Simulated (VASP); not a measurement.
# NaH (Pm-3m) in VASP: a series of runs

NaH is run at these levels: HSE06; tasks: single point, relaxation of cell and atoms.

Everything below comes from runs of VASP 6.6.1. Logs are shortened: lines on timing, memory, paths and dates and some standing lists are left out, and cuts for length are marked.

### Step 1. The cell of the first run

Symmetry: Pm-3m, No. 221, cubic system. The conventional cell has a = 2.943 Å, b = 2.943 Å, c = 2.943 Å, α = 90.00°, β = 90.00°, γ = 90.00°. Within 3.4 Å of Na (site symmetry m-3m) lie 8 H at 2.55 Å and 6 Na at 2.94 Å. H (site symmetry m-3m) has 8 Na at 2.55 Å and 6 H at 2.94 Å within 3.4 Å.

### Step 2. Single point, HSE06

The input, POSCAR:

```
NaH
1.0
    2.9429908356      0.0000000000      0.0000000000
    0.0000000000      2.9429908356      0.0000000000
    0.0000000000      0.0000000000      2.9429908356
Na H
1 1
Direct
    0.0000000000      0.0000000000      0.0000000000
    0.5000000000      0.5000000000      0.5000000000
```

The input, INCAR.step1:

```
ALGO = Normal ; EDIFF = 1E-5
ENCUT = 520 ; GGA = PE
ISIF = 2 ; ISMEAR = -1
LASPH = T ; LCHARG = F
LREAL = F ; LWAVE = T
NBANDS = 11 ; NELM = 80
PREC = Accurate ; SIGMA = 0.02
```

The input, INCAR.step2:

```
ALGO = Normal ; EDIFF = 1E-7
ENCUT = 520 ; GGA = PE
HFSCREEN = 0.2079 ; ISIF = 2
ISMEAR = -1 ; ISTART = 1
LASPH = T ; LCHARG = F
LHFCALC = T ; LREAL = F
LWAVE = F ; NBANDS = 11
NELM = 80 ; PREC = Accurate
PRECFOCK = Normal ; SIGMA = 0.02
```

The input, KPOINTS:

```
k-points
0
Gamma
  6 6 6
```

Potentials or basis: VASP PAW PBE potentials, release 64 (Na_pv, H).

Started as:

```bash
$ cat potpaw_PBE.64/Na_pv/POTCAR potpaw_PBE.64/H/POTCAR > POTCAR
$ cp INCAR.step1 INCAR
$ mpirun -np 1 vasp_std > vasp.out
$ cp INCAR.step2 INCAR
$ mpirun -np 1 vasp_std > vasp.out
```

OUTCAR:

```text
EDIFF = 1E-7
   ENCUT = 520
   GGA = PE
   HFSCREEN = 0.2079
   ISIF = 2
   ISMEAR = -1
   ISTART = 1
   LASPH = T
   LHFCALC = T
   LREAL = F
   NELM = 80
   PREC = Accurate
   PRECFOCK = Normal

 ion  position               nearest neighbor table
   1  0.000  0.000  0.000-
   2  0.500  0.500  0.500-

  LATTYP: Found a simple cubic cell.
 ALAT       =     2.9429908356

  Lattice vectors:

 A1 = (   2.9429908356,   0.0000000000,   0.0000000000)
 A2 = (   0.0000000000,   2.9429908356,   0.0000000000)
 A3 = (   0.0000000000,   0.0000000000,   2.9429908356)

Analysis of symmetry for initial positions (statically):
=====================================================================
 Subroutine PRICEL returns:
 Original cell was already a primitive cell.

 Routine SETGRP: Setting up the symmetry group for a
 simple cubic supercell.

 Subroutine GETGRP returns: Found 48 space group operations
 (whereof 48 operations were pure point group operations)
 out of a pool of 48 trial point group operations.

The static configuration has the point symmetry O_h .

Analysis of symmetry for dynamics (positions and initial velocities):
=====================================================================
 Subroutine PRICEL returns:
 Original cell was already a primitive cell.

 Routine SETGRP: Setting up the symmetry group for a
 simple cubic supercell.

 Subroutine GETGRP returns: Found 48 space group operations
 (whereof 48 operations were pure point group operations)
 out of a pool of 48 trial point group operations.

The dynamic configuration has the point symmetry O_h .

 Subroutine INISYM returns: Found 48 space group operations
 (whereof 48 operations are pure point group operations),
 and found     1 'primitive' translations

----------------------------------------------------------------------------------------

                                     Primitive cell

  volume of cell :      25.4898

  direct lattice vectors                    reciprocal lattice vectors
     2.942990836  0.000000000  0.000000000     0.339790389  0.000000000  0.000000000
     0.000000000  2.942990836  0.000000000     0.000000000  0.339790389  0.000000000
     0.000000000  0.000000000  2.942990836     0.000000000  0.000000000  0.339790389

  length of vectors
     2.942990836  2.942990836  2.942990836     0.339790389  0.339790389  0.339790389

  position of ions in fractional coordinates (direct lattice)
     0.000000000  0.000000000  0.000000000
     0.500000000  0.500000000  0.500000000

  ion indices of the primitive-cell ions
   primitive index   ion index
                 1           1
                 2           2

----------------------------------------------------------------------------------------

 KPOINTS: k-points

Automatic generation of k-mesh.
 Grid dimensions read from file:
 generate k-points for:    6    6    6

 Generating k-lattice:

  Cartesian coordinates                     Fractional coordinates (reciprocal lattice)
     0.056631731  0.000000000  0.000000000     0.166666667  0.000000000  0.000000000
     0.000000000  0.056631731  0.000000000     0.000000000  0.166666667  0.000000000
     0.000000000  0.000000000  0.056631731     0.000000000  0.000000000  0.166666667

  Length of vectors
     0.056631731  0.056631731  0.056631731

  Shift w.r.t. Gamma in fractional coordinates (k-lattice)
     0.000000000  0.000000000  0.000000000

 Subroutine IBZKPT returns following result:
 ===========================================

 Found     20 irreducible k-points:

 Following reciprocal coordinates:
            Coordinates               Weight
  0.000000  0.000000  0.000000      1.000000
  0.166667  0.000000  0.000000      6.000000
  0.333333  0.000000  0.000000      6.000000
  0.500000  0.000000  0.000000      3.000000
  0.166667  0.166667  0.000000     12.000000
  0.333333  0.166667  0.000000     24.000000
[... 12 lines left out ...]
  0.500000  0.500000  0.333333      6.000000
  0.500000  0.500000  0.500000      1.000000
   k-points           NKPTS =     20   k-points in BZ     NKDIM =    216   number of bands    NBANDS=     11
   number of dos      NEDOS =    301   number of ions     NIONS =      2
   total plane-waves  NPLWV =  13824
   dimension x,y,z NGX =    24 NGY =   24 NGZ =   24
   dimension x,y,z NGXF=    48 NGYF=   48 NGZF=   48
   ions per type =               1   1
   NGX,Y,Z   is equivalent  to a cutoff of  13.56, 13.56, 13.56 a.u.
   NGXF,Y,Z  is equivalent  to a cutoff of  27.11, 27.11, 27.11 a.u.
 SYSTEM =  unknown system
   PREC   = accura    normal or accurate (medium, high low for compatibility)
   ISTART =      1    job   : 0-new  1-cont  2-samecut
   ICHARG =      0    charge: 1-file 2-atom 10-const
   ISPIN  =      1    spin polarized calculation?
   LNONCOLLINEAR =      F non collinear calculations
   LSORBIT =      F    spin-orbit coupling
   LASPH  =      T    aspherical Exc in radial PAW
   ENCUT  =  520.0 eV  38.22 Ry    6.18 a.u.   5.47  5.47  5.47*2*pi/ulx,y,z
   NELM   =     80;   NELMIN=  2; NELMDL=  0     # of ELM steps
   EDIFF  = 0.1E-06   stopping-criterion for ELM
   LREAL  =      F    real-space projection
   EDIFFG = 0.1E-05   stopping-criterion for IOM
   NSW    =      0    number of steps for IOM
   IBRION =     -1    ionic relax: 0-MD 1-quasi-New 2-CG
   NFREE  =      0    steps in history (QN), initial steepest desc. (CG)
   ISIF   =      2    stress and relaxation
   ISYM   =      3    0-nonsym 1-usesym 2-fastsym
   POTIM  = 0.5000    time-step for ionic-motion
   TEBEG  =    0.0;   TEEND  =   0.0 temperature during run
   PSTRESS=    0.0 pullay stress
   NELECT =       8.0000    total number of electrons
   NUPDOWN=      -1.0000    fix difference up-down
   EMIN   =  10.00;   EMAX   =-10.00  energy-range for DOS
   EFERMI =   0.00;   METHOD = LEGACY
   ISMEAR =    -1;   SIGMA  =   0.02  broadening in eV -4-tet -1-fermi 0-gaus
   EFERMI_NEDOS =   21; number of points for ismear=-14 and -15
   IALGO  =     38    algorithm
   IMIX   =      1    mixing-type and parameters
     AMIX     =   0.40;   BMIX     =  1.00
     AMIX_MAG =   1.60;   BMIX_MAG =  1.00
  volume/ion in A,a.u.               =      12.74        86.01
  Fermi-wavevector in a.u.,A,eV,Ry     =   1.112541  2.102397 16.840568  1.237747
  Thomas-Fermi vector in A             =   2.249116
   LORBIT       =      0    0 simple, 1 ext, 2 COOP (PROOUT), +10 PAW based schemes
   GGA     = PE    functional components
   LHFCALC =     T    Hartree Fock is set to
   PRECFOCK=normal    Normal, Fast or Accurate (Low or Medium for compatibility)
   ENCUT4O =  -1.0   cutoff for four orbital integrals eV
   NKREDX  =     1    reduce k-point grid by
   NKREDY  =     1    reduce k-point grid by
   NKREDZ  =     1    reduce k-point grid by
   AEXX    =    0.2500 exact exchange contribution
   HFSCREEN=    0.2079 screening length (either q_TF or 0.3 A-1)
   HFSCREENC=   0.2079 screening length for correlation (either q_TF or 0.3 A-1)
   ENCUTFOCK=  -1.0 apply spherical cutoff to Coloumb kernel
   IVDW    =     0    specifies the selected vdW correction
   LEPSILON=     F    determine dielectric tensor
   LRPA    =     F    only Hartree local field effects (RPA)
 non-spin polarized calculation
  energy-cutoff  :      520.00
  volume of cell :       25.49
 maximum number of plane-waves:       700
 NGX is ok and might be reduce to    24
  NGX = 18; NGY = 18; NGZ = 18

 number of electron       8.0000012 magnetization

 Free energy of the ion-electron system (eV)
  ---------------------------------------------------
  ext. energy  EPLUGINS =         0.00000000
  ---------------------------------------------------
  free energy    TOTEN  =        -5.44407594 eV

  energy without entropy =       -5.44407594  energy(sigma->0) =       -5.44407594

 E-fermi :   1.3293     XC(G=0):  -6.8568

 val. band max:        0.8278400530   @ k =   0.5000   0.5000   0.5000
 cond. band min:       2.7010283691   @ k =   0.5000   0.0000   0.0000
 fundamental gap:      1.8731883162
 Fermi energy:         1.3293149178

 k-point     1 :       0.0000    0.0000    0.0000
  band No.  band energies     occupation
      1     -26.2462      2.00000
      2     -26.2462      2.00000
      3     -26.2462      2.00000
      4      -5.7191      2.00000
      5      10.9927      0.00000
      6      12.9984      0.00000
      7      12.9984      0.00000
      8      14.6652      0.00000
      9      14.6652      0.00000
     10      14.6652      0.00000
     11      28.2771      0.00000

 k-point     2 :       0.1667    0.0000    0.0000
  band No.  band energies     occupation
      1     -26.2911      2.00000
      2     -26.2423      2.00000
      3     -26.2423      2.00000
      4      -5.2377      2.00000
      5       8.3098      0.00000
      6      12.1280      0.00000
      7      13.4670      0.00000
      8      15.0024      0.00000
      9      15.0024      0.00000
     10      19.2307      0.00000
     11      25.1378      0.00000

 k-point     3 :       0.3333    0.0000    0.0000
  band No.  band energies     occupation
      1     -26.3800      2.00000
      2     -26.2346      2.00000
      3     -26.2346      2.00000
      4      -3.9641      2.00000
      5       4.5428      0.00000
      6      12.8012      0.00000
      7      14.8312      0.00000
      8      15.9363      0.00000
      9      15.9363      0.00000
     10      21.1168      0.00000
     11      21.8225      0.00000

 k-point     4 :       0.5000    0.0000    0.0000
  band No.  band energies     occupation
      1     -26.4239      2.00000
      2     -26.2307      2.00000
      3     -26.2307      2.00000
      4      -2.9753      2.00000
      5       2.7010      0.00000
      6      13.2256      0.00000
      7      16.3313      0.00000
      8      16.7462      0.00000
      9      16.7462      0.00000
     10      18.6531      0.00000
     11      20.2012      0.00000

 k-point     5 :       0.1667    0.1667    0.0000
  band No.  band energies     occupation
      1     -26.2899      2.00000
      2     -26.2824      2.00000
      3     -26.2385      2.00000
      4      -4.7738      2.00000
      5       8.2192      0.00000
      6       9.4391      0.00000
      7      13.1752      0.00000
      8      15.3561      0.00000
      9      18.9372      0.00000
     10      19.9362      0.00000
     11      21.2029      0.00000
[... 155 lines left out ...]
 k-point    17 :       0.3333    0.3333    0.3333
  band No.  band energies     occupation
      1     -26.3463      2.00000
      2     -26.3387      2.00000
      3     -26.3387      2.00000
      4      -1.1250      2.00000
      5       7.1189      0.00000
      6       8.4681      0.00000
      7       8.4681      0.00000
      8      14.0457      0.00000
      9      14.0457      0.00000
     10      15.4435      0.00000
     11      22.4769      0.00000

 k-point    18 :       0.5000    0.3333    0.3333
  band No.  band energies     occupation
      1     -26.3800      2.00000
      2     -26.3375      2.00000
      3     -26.3333      2.00000
      4      -0.4343      2.00000
      5       6.3610      0.00000
      6       8.5846      0.00000
      7       9.7537      0.00000
      8      11.8703      0.00000
      9      13.2096      0.00000
     10      15.1909      0.00000
     11      21.1867      0.00000

 k-point    19 :       0.5000    0.5000    0.3333
  band No.  band energies     occupation
      1     -26.3735      2.00000
      2     -26.3735      2.00000
      3     -26.3300      2.00000
      4       0.1984      2.00000
      5       7.5728      0.00000
      6       7.5728      0.00000
      7      10.2903      0.00000
      8      10.4337      0.00000
      9      13.2595      0.00000
     10      13.2595      0.00000
     11      19.8536      0.00000

 k-point    20 :       0.5000    0.5000    0.5000
  band No.  band energies     occupation
      1     -26.3675      2.00000
      2     -26.3675      2.00000
      3     -26.3675      2.00000
      4       0.8278      2.00000
      5       8.7556      0.00000
      6       8.7556      0.00000
      7       8.7556      0.00000
      8      11.1858      0.00000
      9      11.1858      0.00000
     10      11.1858      0.00000
     11      18.4650      0.00000

------------------------ aborting loop because EDIFF is reached ----------------------------------------

  FORCE on cell =-STRESS in cart. coord.  units (eV):
  Direction    XX          YY          ZZ          XY          YZ          ZX
  --------------------------------------------------------------------------------------
  -------------------------------------------------------------------------------------
  Total        0.0028518      0.0028518      0.0028518      0.0000000      0.0000000     -0.0000000
  in kB        0.1792489      0.1792489      0.1792489      0.0000000      0.0000000     -0.0000000
  external PRESSURE =       0.1792489 kB  Pullay stress =       0.0000000 kB

 VOLUME and BASIS-vectors are now :
 -----------------------------------------------------------------------------
  energy-cutoff  :      520.00
  volume of cell :       25.49
      direct lattice vectors                 reciprocal lattice vectors
     2.942990836  0.000000000  0.000000000     0.339790389  0.000000000  0.000000000
     0.000000000  2.942990836  0.000000000     0.000000000  0.339790389  0.000000000
     0.000000000  0.000000000  2.942990836     0.000000000  0.000000000  0.339790389

 POSITION                                       TOTAL-FORCE (eV/Angst)
 -----------------------------------------------------------------------------------
      0.00000      0.00000      0.00000         0.000000      0.000000      0.000000
      1.47150      1.47150      1.47150         0.000000      0.000000      0.000000
 -----------------------------------------------------------------------------------
    total drift:                               -0.000000     -0.000000     -0.000000

  FREE ENERGIE OF THE ION-ELECTRON SYSTEM (eV)
  ---------------------------------------------------
  free  energy   TOTEN  =        -5.4440759439 eV

  energy  without entropy=       -5.4440759439  energy(sigma->0) =       -5.44407594
```

It took 6.4 min on 1 thread of Intel Xeon Platinum 8259CL at 2.50GHz (Skylake/Cascade Lake), shared host; peak memory 0.24 GiB.

Results:

- Free energy: -5.4441 eV
- Pressure: 0.0 GPa
- Band gap on the k mesh: 1.87 eV (least direct gap 5.68 eV)

Levels at points of the mesh, in eV from the valence-band top:
```
           k point  band 2  band 3  band 4  band 5  band 6  band 7
(0.00, 0.00, 0.00)  -27.07  -27.07   -6.55   10.16   12.17   12.17
(0.50, 0.00, 0.00)  -27.06  -27.06   -3.80    1.87   12.40   15.50
(0.50, 0.50, 0.00)  -27.22  -27.04   -1.94    5.22    5.22    8.01
(0.50, 0.50, 0.50)  -27.20  -27.20    0.00    7.93    7.93    7.93
```

Caveat: the structure was generated, so it needn't be the stable form of NaH; the PAW data sets were made with another functional, which shifts forces and pressure a little. A k mesh can miss the band edges.

(Part 1 of 2 ends here.)
